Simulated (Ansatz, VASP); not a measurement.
In: VASP beside Ansatz

```
In
1.0
     0.00000    3.28471    3.28471
     3.28471    0.00000    3.28471
     3.28471    3.28471    0.00000
In
2
Direct
  0.00000 0.00000 0.00000
  0.25000 0.25000 0.25000
```

Alike in both runs: functional PBEsol; k mesh 14 × 14 × 14; occupations gaussian, width 0.1 eV; no spin polarisation.

Ansatz relaxed the structure, and its values are those at the end. VASP's run is a single point on that final structure, the one shown.

|  | VASP | Ansatz |
| --- | --- | --- |
| version | VASP 6.6.1 | Ansatz 0.2.0 |
| potentials or method | VASP PAW PBE potentials, release 64 (In_d), cutoff 520 eV | scalar-relativistic, plane waves, PAW |
| valence electrons in the cell | 26 | 26 |

```tsv
	VASP	Ansatz	Ansatz less VASP
gap on the k mesh at the Fermi level (eV)	none	none	-
pressure (GPa)	0.0	0.0	0.00
```

VASP's potentials were made for PBE, not for PBEsol. A gap of «none» marks a metal or a gap that the smearing closes.
